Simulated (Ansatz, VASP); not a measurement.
# One calculation of GaSb, two programs

```
Ga Sb
1.0
     0.00000    2.84837    2.84837
     2.84837    0.00000    2.84837
     2.84837    2.84837    0.00000
Ga Sb
1 1
Cartesian
  0.0000 0.0000 0.0000
  2.8484 2.8484 2.8484
```

Alike in both runs: functional PBEsol; k mesh 13 × 13 × 13; occupations fermi-dirac, width 0.08 eV; no spin polarisation.

Ansatz relaxed the structure, and its values are those at the end. VASP's run is a single point on that final structure, the one shown.

|  | VASP | Ansatz |
| --- | --- | --- |
| version | VASP 6.6.1 | Ansatz 0.2.0 |
| potentials or method | VASP PAW PBE potentials, release 64 (Ga_d, Sb) | PAW with Ansatz's default frozen-core files, scalar-relativistic |
| plane-wave cutoff (eV) | 520 | 420 |
| valence electrons in the cell | 18 | 28 |

```csv
,VASP,Ansatz,Ansatz less VASP
pressure (GPa),0.1,0.0,-0.08
```

VASP's potentials were made for PBE, not for PBEsol. VASP's potentials hold 18 valence electrons a cell and Ansatz's 28, so a difference there can come from the potentials and not from the codes.

Neither program's run includes spin-orbit coupling.
